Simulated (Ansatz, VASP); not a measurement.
**One calculation of NbAg3, two programs**

```xyz
4
Lattice="4.7503 0.0000 0.0000 -2.3752 4.1139 0.0000 0.0000 0.0000 5.0304" Properties=species:S:1:pos:R:3 pbc="T T T"
Nb    0.0000    0.0000    2.5152
Ag    0.0000    0.0000    0.0000
Ag    2.3752    1.3713    0.0000
Ag    0.0000    2.7426    0.0000
```

Alike in both runs: task single point; functional PBE; k mesh 6 × 6 × 4; occupations gaussian, width 0.1 eV; collinear spin.

|  | VASP | Ansatz |
| --- | --- | --- |
| version | VASP 6.6.1 | Ansatz 0.2.0 |
| potentials or method | VASP PAW PBE potentials, release 64 (Nb_sv, Ag), cutoff 520 eV | scalar-relativistic, plane waves, PAW |
| valence electrons in the cell | 46 | 70 |

VASP gave:

- gap on the k mesh at the Fermi level (eV): none
- pressure (GPa): 2.4
- traceless stress, the component that is largest in VASP (GPa): 2.05
- net moment per atom (μB): 0.69
- size of the moment on the site where the two differ most (μB): 1.86

What did Ansatz give for the same quantities?

gap on the k mesh at the Fermi level (eV): none; pressure (GPa): 2.5; traceless stress, the component that is largest in VASP (GPa): 1.97; net moment per atom (μB): 0.69; size of the moment on the site where the two differ most (μB): 1.57.

Site moments also hang on the region over which each program counts them. A gap of «none» marks a metal or a gap that the smearing closes. The functional is the same, so the differences come from potentials, cutoffs and numerics. VASP's potentials hold 46 valence electrons a cell and Ansatz's 70, so a difference there can come from the potentials and not from the codes.
